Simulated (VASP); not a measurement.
# BaTiO3 (R3m) in VASP: single point with r2SCAN

Aim: the single point of BaTiO3 with r2SCAN.

Everything below comes from runs of VASP 6.6.1. Logs are shortened: lines on timing, memory, paths and dates and some standing lists are left out, and cuts for length are marked.

### Step 1. The cell of the first run

It takes space group R3m (No. 160, trigonal). Conventional cell: a = 5.747 Å, b = 5.747 Å, c = 7.106 Å, α = 90.00°, β = 90.00°, γ = 120.00°. Within 3.7 Å of Ba (site symmetry 3m) lie 12 O at 2.80 to 2.99 Å and 8 Ti at 3.44 to 3.66 Å. Within 2.5 Å of Ti (site symmetry 3m) lie 6 O at 1.86 to 2.24 Å. Within 2.5 Å of O (site symmetry m) lie 2 Ti at 1.86 to 2.24 Å.

### Step 2. Single point, r2SCAN (13.55 Å³/atom)

Input file POSCAR:

```
BaTiO3
1.0
    2.8734867318      1.6590083381      2.3687036167
   -2.8734867318      1.6590083381      2.3687036167
    0.0000000000     -3.3180166763      2.3687036167
Ba Ti O
1 1 3
Direct
   -0.0058605609     -0.0058605609     -0.0058605609
    0.4785991414      0.4785991414      0.4785991414
    0.5109677035      0.5109677035      0.0245260124
    0.0245260124      0.5109677035      0.5109677035
    0.5109677035      0.0245260124      0.5109677035
```

Input file INCAR.step1:

```
SYSTEM = BaTiO3
ALGO = Normal
EDIFF = 1E-4
ENCUT = 520
GGA = PE
ISMEAR = 0
LASPH = .TRUE.
LCHARG = .FALSE.
LREAL = .FALSE.
LWAVE = .TRUE.
NBANDS = 28
NELM = 100
PREC = Accurate
SIGMA = 0.05
```

Input file INCAR.step2:

```
SYSTEM = BaTiO3
ALGO = Normal
EDIFF = 1E-7
ENCUT = 520
ISIF = 2
ISMEAR = 0
ISTART = 1
LASPH = .TRUE.
LCHARG = .TRUE.
LELF = .TRUE.
LMIXTAU = .TRUE.
LREAL = .FALSE.
LVHAR = .TRUE.
LWAVE = .FALSE.
METAGGA = R2SCAN
NBANDS = 28
NELM = 100
PREC = Accurate
SIGMA = 0.05
```

Input file KPOINTS:

```
k-points
0
G
  6 6 6
  0 0 0
```

Potentials or basis: VASP PAW PBE potentials, release 64 (Ba_sv, Ti_sv, O).

Run with:

```bash
$ cat potpaw_PBE.64/Ba_sv/POTCAR potpaw_PBE.64/Ti_sv/POTCAR potpaw_PBE.64/O/POTCAR > POTCAR
$ cp INCAR.step1 INCAR
$ mpirun -np 1 vasp_std > vasp.out
$ cp INCAR.step2 INCAR
$ mpirun -np 1 vasp_std > vasp.out
```

OUTCAR:

```text
SYSTEM = BaTiO3
   EDIFF = 1E-7
   ENCUT = 520
   ISIF = 2
   ISMEAR = 0
   ISTART = 1
   LASPH = .TRUE.
   LREAL = .FALSE.
   METAGGA = R2SCAN
   NELM = 100
   PREC = Accurate

 ion  position               nearest neighbor table
   1  0.994  0.994  0.994-   3 2.80   4 2.80   5 2.80   3 2.88   3 2.88   4 2.88   5 2.88   5 2.88
                             4 2.88   3 2.99   4 2.99   5 2.99   2 3.44   2 3.49   2 3.49   2 3.49
   2  0.479  0.479  0.479-   4 1.86   5 1.86   3 1.86   5 2.24   4 2.24   3 2.24   1 3.44   1 3.49
                             1 3.49   1 3.49   1 3.56   1 3.56   1 3.56   1 3.66
   3  0.511  0.511  0.025-   2 1.86   2 2.24   1 2.80   1 2.88   1 2.88   1 2.99
   4  0.025  0.511  0.511-   2 1.86   2 2.24   1 2.80   1 2.88   1 2.88   1 2.99
   5  0.511  0.025  0.511-   2 1.86   2 2.24   1 2.80   1 2.88   1 2.88   1 2.99

  LATTYP: Found a trigonal (rhomboedric) cell.
 ALAT       =     4.0767623781
 COS(alpha) =     0.0063862543

  Lattice vectors:

 A1 = (   2.8734867318,   1.6590083381,   2.3687036167)
 A2 = (  -2.8734867318,   1.6590083381,   2.3687036167)
 A3 = (   0.0000000000,  -3.3180166763,   2.3687036167)

Analysis of symmetry for initial positions (statically):
=====================================================================
 Subroutine PRICEL returns:
 Original cell was already a primitive cell.

 Routine SETGRP: Setting up the symmetry group for a
 trigonal (rhombohedral) supercell.

 Subroutine GETGRP returns: Found  6 space group operations
 (whereof  6 operations were pure point group operations)
 out of a pool of 12 trial point group operations.

The static configuration has the point symmetry C_3v.

Analysis of symmetry for dynamics (positions and initial velocities):
=====================================================================
 Subroutine PRICEL returns:
 Original cell was already a primitive cell.

 Routine SETGRP: Setting up the symmetry group for a
 trigonal (rhombohedral) supercell.

 Subroutine GETGRP returns: Found  6 space group operations
 (whereof  6 operations were pure point group operations)
 out of a pool of 12 trial point group operations.

The dynamic configuration has the point symmetry C_3v.

 Subroutine INISYM returns: Found  6 space group operations
 (whereof  6 operations are pure point group operations),
 and found     1 'primitive' translations

----------------------------------------------------------------------------------------

                                     Primitive cell

  volume of cell :      67.7516

  direct lattice vectors                    reciprocal lattice vectors
     2.873486732  1.659008338  2.368703617     0.174004632  0.100461621  0.140723952
    -2.873486732  1.659008338  2.368703617    -0.174004632  0.100461621  0.140723952
     0.000000000 -3.318016676  2.368703617     0.000000000 -0.200923242  0.140723952

  length of vectors
     4.076762378  4.076762378  4.076762378     0.245302629  0.245302629  0.245302629

  position of ions in fractional coordinates (direct lattice)
     0.994139439  0.994139439  0.994139439
     0.478599141  0.478599141  0.478599141
     0.510967704  0.510967704  0.024526012
     0.024526012  0.510967704  0.510967704
     0.510967704  0.024526012  0.510967704

  ion indices of the primitive-cell ions
   primitive index   ion index
                 1           1
                 2           2
                 3           3
                 4           4
                 5           5

----------------------------------------------------------------------------------------

 KPOINTS: k-points

Automatic generation of k-mesh.
 Grid dimensions read from file:
 generate k-points for:    6    6    6

 Generating k-lattice:

  Cartesian coordinates                     Fractional coordinates (reciprocal lattice)
     0.029000772  0.016743603  0.023453992     0.166666667  0.000000000  0.000000000
    -0.029000772  0.016743603  0.023453992     0.000000000  0.166666667  0.000000000
     0.000000000 -0.033487207  0.023453992     0.000000000  0.000000000  0.166666667

  Length of vectors
     0.040883771  0.040883771  0.040883771

  Shift w.r.t. Gamma in fractional coordinates (k-lattice)
     0.000000000  0.000000000  0.000000000

 Subroutine IBZKPT returns following result:
 ===========================================

 Found     32 irreducible k-points:

 Following reciprocal coordinates:
            Coordinates               Weight
  0.000000  0.000000  0.000000      1.000000
  0.166667 -0.000000  0.000000      6.000000
  0.333333  0.000000 -0.000000      6.000000
  0.500000 -0.000000  0.000000      3.000000
  0.166667  0.166667  0.000000      6.000000
  0.333333  0.166667  0.000000     12.000000
[... 16 lines left out ...]
  0.500000  0.500000  0.166667      6.000000
 -0.333333  0.500000  0.166667     12.000000
 [... further k-points ...]
   k-points           NKPTS =     32   k-points in BZ     NKDIM =     32   number of bands    NBANDS=     28
   number of dos      NEDOS =    301   number of ions     NIONS =      5
   total plane-waves  NPLWV =  27000
   dimension x,y,z NGX =    30 NGY =   30 NGZ =   30
   dimension x,y,z NGXF=    60 NGYF=   60 NGZF=   60
   ions per type =               1   1   3
   NGX,Y,Z   is equivalent  to a cutoff of  12.23, 12.23, 12.23 a.u.
   NGXF,Y,Z  is equivalent  to a cutoff of  24.47, 24.47, 24.47 a.u.
 SYSTEM =  BaTiO3
   PREC   = accura    normal or accurate (medium, high low for compatibility)
   ISTART =      1    job   : 0-new  1-cont  2-samecut
   ICHARG =      0    charge: 1-file 2-atom 10-const
   ISPIN  =      1    spin polarized calculation?
   LNONCOLLINEAR =      F non collinear calculations
   LSORBIT =      F    spin-orbit coupling
   LASPH  =      T    aspherical Exc in radial PAW
   ENCUT  =  520.0 eV  38.22 Ry    6.18 a.u.   7.58  7.58  7.58*2*pi/ulx,y,z
   NELM   =    100;   NELMIN=  2; NELMDL=  0     # of ELM steps
   EDIFF  = 0.1E-06   stopping-criterion for ELM
   LREAL  =      F    real-space projection
   EDIFFG = 0.1E-05   stopping-criterion for IOM
   NSW    =      0    number of steps for IOM
   IBRION =     -1    ionic relax: 0-MD 1-quasi-New 2-CG
   NFREE  =      0    steps in history (QN), initial steepest desc. (CG)
   ISIF   =      2    stress and relaxation
   ISYM   =      2    0-nonsym 1-usesym 2-fastsym
   POTIM  = 0.5000    time-step for ionic-motion
   TEBEG  =    0.0;   TEEND  =   0.0 temperature during run
   PSTRESS=    0.0 pullay stress
   NELECT =      40.0000    total number of electrons
   NUPDOWN=      -1.0000    fix difference up-down
   EMIN   =  10.00;   EMAX   =-10.00  energy-range for DOS
   EFERMI =   0.00;   METHOD = LEGACY
   ISMEAR =     0;   SIGMA  =   0.05  broadening in eV -4-tet -1-fermi 0-gaus
   EFERMI_NEDOS =   21; number of points for ismear=-14 and -15
   IALGO  =     38    algorithm
   IMIX   =      4    mixing-type and parameters
     AMIX     =   0.40;   BMIX     =  1.00
     AMIX_MAG =   1.60;   BMIX_MAG =  1.00
  volume/ion in A,a.u.               =      13.55        91.44
  Fermi-wavevector in a.u.,A,eV,Ry     =   1.373372  2.595297 25.662645  1.886151
  Thomas-Fermi vector in A             =   2.498895
   LORBIT       =      0    0 simple, 1 ext, 2 COOP (PROOUT), +10 PAW based schemes
   METAGGA = R2SCAN    functional components
   LHFCALC =     F    Hartree Fock is set to
   AEXX    =    0.0000 exact exchange contribution
   IVDW    =     0    specifies the selected vdW correction
   LEPSILON=     F    determine dielectric tensor
   LRPA    =     F    only Hartree local field effects (RPA)
 non-spin polarized calculation
 Gauss-broadening in eV      SIGMA  =   0.05
  energy-cutoff  :      520.00
  volume of cell :       67.75
 maximum number of plane-waves:      1856
   NGX = 15   NGY = 15   NGZ = 15

 number of electron      40.0000014 magnetization

 Free energy of the ion-electron system (eV)
  ---------------------------------------------------
  ext. energy  EPLUGINS =         0.00000000
  ---------------------------------------------------
  free energy    TOTEN  =       -74.25347069 eV

  energy without entropy =      -74.25347069  energy(sigma->0) =      -74.25347069

 E-fermi :   3.2846     XC(G=0): -11.5728

 val. band max:        3.0140628407   @ k =   0.5000   0.5000   0.5000
 cond. band min:       6.1058288032   @ k =   0.0000   0.0000   0.0000
 fundamental gap:      3.0917659625
 Fermi energy:         3.2846245303

 k-point     1 :       0.0000    0.0000    0.0000
  band No.  band energies     occupation
      1     -55.4476      2.00000
      2     -30.6545      2.00000
      3     -30.6544      2.00000
      4     -30.6544      2.00000
      5     -22.5756      2.00000
      6     -14.6180      2.00000
[... 20 lines left out ...]
     27       8.6057      0.00000
     28      10.6773      0.00000

 k-point     2 :       0.1667   -0.0000    0.0000
  band No.  band energies     occupation
      1     -55.4474      2.00000
      2     -30.6659      2.00000
      3     -30.6540      2.00000
      4     -30.6540      2.00000
      5     -22.5523      2.00000
      6     -14.6244      2.00000
[... 20 lines left out ...]
     27       9.1007      0.00000
     28      11.3112      0.00000

 k-point     3 :       0.3333    0.0000   -0.0000
  band No.  band energies     occupation
      1     -55.4470      2.00000
      2     -30.6885      2.00000
      3     -30.6532      2.00000
      4     -30.6532      2.00000
      5     -22.5050      2.00000
      6     -14.7008      2.00000
[... 20 lines left out ...]
     27      10.2583      0.00000
     28      11.8185      0.00000

 k-point     4 :       0.5000   -0.0000    0.0000
  band No.  band energies     occupation
      1     -55.4468      2.00000
      2     -30.6998      2.00000
      3     -30.6528      2.00000
      4     -30.6528      2.00000
      5     -22.4810      2.00000
      6     -14.7586      2.00000
[... 578 lines left out ...]
     27      10.9070      0.00000
     28      11.8574      0.00000

 k-point    23 :       0.5000    0.5000    0.1667
  band No.  band energies     occupation
      1     -55.4457      2.00000
      2     -30.6968      2.00000
      3     -30.6965      2.00000
      4     -30.6623      2.00000
      5     -22.4059      2.00000
      6     -14.1722      2.00000
[... 20 lines left out ...]
     27      11.8615      0.00000
     28      12.2587      0.00000

 k-point    24 :      -0.3333    0.5000    0.1667
  band No.  band energies     occupation
      1     -55.4459      2.00000
      2     -30.6973      2.00000
      3     -30.6857      2.00000
      4     -30.6626      2.00000
      5     -22.4209      2.00000
      6     -14.3109      2.00000
[... 20 lines left out ...]
     27      11.5364      0.00000
     28      12.0442      0.00000

 [... further k-points ...]
[... 5 lines left out ...]
  --------------------------------------------------------------------------------------
  -------------------------------------------------------------------------------------
  Total       -0.9110296     -0.9110296     -1.0232124      0.0000000      0.0000000      0.0000000
  in kB      -21.5438502    -21.5438502    -24.1967283      0.0000000      0.0000000      0.0000000
  external PRESSURE =     -22.4281429 kB  Pullay stress =       0.0000000 kB

 VOLUME and BASIS-vectors are now :
 -----------------------------------------------------------------------------
  energy-cutoff  :      520.00
  volume of cell :       67.75
      direct lattice vectors                 reciprocal lattice vectors
     2.873486732  1.659008338  2.368703617     0.174004632  0.100461621  0.140723952
    -2.873486732  1.659008338  2.368703617    -0.174004632  0.100461621  0.140723952
     0.000000000 -3.318016676  2.368703617     0.000000000 -0.200923242  0.140723952

 POSITION                                       TOTAL-FORCE (eV/Angst)
 -----------------------------------------------------------------------------------
      0.00000     -0.00000      7.06447         0.000000     -0.000000      0.035700
      0.00000     -0.00000      3.40098         0.000000     -0.000000      0.197345
      0.00000      1.61402      2.47876         0.000000      0.086664     -0.077682
     -1.39778     -0.80701      2.47876        -0.075053     -0.043332     -0.077682
      1.39778     -0.80701      2.47876         0.075053     -0.043332     -0.077682
 -----------------------------------------------------------------------------------
    total drift:                               -0.000000      0.000006     -0.007514

  FREE ENERGIE OF THE ION-ELECTRON SYSTEM (eV)
  ---------------------------------------------------
  free  energy   TOTEN  =       -74.2534706891 eV

  energy  without entropy=      -74.2534706891  energy(sigma->0) =      -74.25347069
```

It took 4.2 min on 1 thread of AMD EPYC 7R43 (Zen 3), shared host; peak memory 0.18 GiB.

Results:

```yaml
Free_energy: -74.2535 eV
Pressure: -2.2 GPa
Largest_force: 0.197 eV/Å
Band_gap_on_the_k_mesh: 3.09 eV (least direct gap 3.69 eV)
```

Forces in eV/Å, atoms in the order of the input:
```
Ba   0.000  0.000  0.036
Ti   0.000  0.000  0.197
O    0.000  0.087 -0.078
O   -0.075 -0.043 -0.078
O    0.075 -0.043 -0.078
```

Stress tensor (GPa, compression positive):
```
-2.15  0.00  0.00
 0.00 -2.15  0.00
 0.00  0.00 -2.42
```

Caveat: the PAW data sets were made with another functional, which shifts forces and pressure a little; spin-orbit coupling is left out, which moves the levels of the heavy elements.
